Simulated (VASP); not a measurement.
Wanted: the native input for a VASP 6.6.1 run.

```yaml
Task: single point
Functional: r2SCAN
Dispersion: rVV10
Potentials_or_basis: VASP PAW PBE potentials, release 64 (C_h)
Cutoff: 1430 eV
k_mesh: 13 × 13 × 13
Occupations: fermi-dirac, width 0.05 eV
Spin: no spin polarisation
Dipole_correction: no
Further_INCAR_settings: ALGO = Normal; EDIFF = 1e-06; NBANDS = 11
```

C:

```
CELL_PARAMETERS angstrom
0.00000 1.77140 1.77140
1.77140 0.00000 1.77140
1.77140 1.77140 0.00000
ATOMIC_POSITIONS crystal
C 0.75000 0.75000 0.75000
C 0.50000 0.50000 0.50000
```

One way to write it, as run:

POSCAR

```
C
1.0
    0.0000000000      1.7714007132      1.7714007132
    1.7714007132      0.0000000000      1.7714007132
    1.7714007132      1.7714007132      0.0000000000
C
2
Direct
    0.7500000000      0.7500000000      0.7500000000
    0.5000000000      0.5000000000      0.5000000000
```

INCAR.step1

```
ALGO = Normal
EDIFF = 1E-5
ENCUT = 1430
GGA = PE
GGA_COMPAT = False
ISMEAR = -1
LASPH = True
LCHARG = False
LREAL = False
LWAVE = True
NBANDS = 11
NELM = 120
PREC = Accurate
SIGMA = 0.05
```

INCAR.step2

```
ALGO = Normal
BPARAM = 11.95
CPARAM = 0.0093
EDIFF = 1E-6
ENCUT = 1430
GGA_COMPAT = False
ISIF = 2
ISMEAR = -1
ISTART = 1
IVDW_NL = 2
LASPH = True
LCHARG = False
LMIXTAU = True
LREAL = False
LUSE_VDW = True
LWAVE = False
METAGGA = R2SCAN
NBANDS = 11
NELM = 120
PREC = Accurate
SIGMA = 0.05
```

KPOINTS

```
k-points
0
Gamma
  13 13 13
```

Potentials or basis: VASP PAW PBE potentials, release 64 (C_h).

Run with:

```bash
$ cat potpaw_PBE.64/C_h/POTCAR > POTCAR
$ cp INCAR.step1 INCAR
$ mpirun -np 1 vasp_std > vasp.out
$ cp INCAR.step2 INCAR
$ mpirun -np 1 vasp_std > vasp.out
```

Results of the run:

The pressure is 5.2 GPa and the band gap on the k mesh is 4.38 eV (least direct gap 5.93 eV).

Caveat: the cell stands under pressure; the PAW data sets were made with another functional, which shifts forces and pressure a little; an odd mesh through Γ misses points on the zone boundary, where band edges can lie.

Run time: 87 s on 1 thread of AMD EPYC 9R45 (Zen 5), with other jobs on the host, peak memory 0.29 GiB.
